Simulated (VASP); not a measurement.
Set up this calculation in VASP 6.6.1, as the native input.

* Task: relaxation of shape and atoms at fixed volume
* Functional: PBE
* Potentials or basis: VASP PAW PBE potentials, release 64 (Pr_3, H, Rh_pv), 4f in core
* Cutoff: 500 eV
* k mesh: 6 × 6 × 6
* Occupations: gaussian, width 0.1 eV
* Spin: no spin polarisation
* Dipole correction: no
* Further INCAR settings: ALGO = Normal; EDIFF = 1e-07; IBRION = 2; EDIFFG = -0.01; NSW = 50; ISIF = 4

The structure of PrHRh3 lies in POSCAR:

```
PrHRh3
1.0
    3.0119124515      1.7389284647      2.4613537363
   -3.0119124515      1.7389284647      2.4613537363
    0.0000000000     -3.4778569293      2.4613537363
Pr H Rh
1 1 3
Direct
    0.9885287910      0.9885287910      0.9885287910
    0.5909436909      0.5909436909      0.5909436909
    0.4862419575      0.0017094230      0.4862419575
    0.4862419575      0.4862419575      0.0017094230
    0.0017094230      0.4862419575      0.4862419575
```

One way to write it, as run:

INCAR

```
PREC = Accurate ; ENCUT = 500
EDIFF = 1E-7 ; ISMEAR = 0
SIGMA = 0.1 ; LREAL = False
LASPH = True ; NELM = 200
ALGO = Normal ; ISIF = 4
LWAVE = False ; LCHARG = False
GGA = PE ; IBRION = 2
NSW = 50 ; EDIFFG = -0.01
GGA_COMPAT = False ; NELMIN = 4
LMAXMIX = 6
```

KPOINTS

```
Automatic mesh
0
Gamma
  6 6 6
```

Potentials or basis: VASP PAW PBE potentials, release 64 (Pr_3, H, Rh_pv), 4f in core.

Command:

```sh
$ cat potpaw_PBE.64/Pr_3/POTCAR potpaw_PBE.64/H/POTCAR potpaw_PBE.64/Rh_pv/POTCAR > POTCAR
$ mpirun -np 1 vasp_std > vasp.out
```

Results of the run:

| Quantity | Value |
| --- | --- |
| Energy gained by relaxing | 0.6 meV/atom |
| Ionic steps | 13 |
| Pressure after relaxing | -6.6 GPa |
| Largest force after relaxing | 0.003 eV/Å |
| Band gap on the k mesh | zero (an odd number of electrons rules out a gap without spin polarisation) |

Caveat: spin-orbit coupling is left out, which moves the levels of the heavy elements; the 4f electrons are frozen in the core, so they carry no moment and show no levels.

It took 3.8 min on 1 thread of Intel(R) Xeon(R) 6975P-C (Granite Rapids) (shared host), peak memory 0.22 GiB.
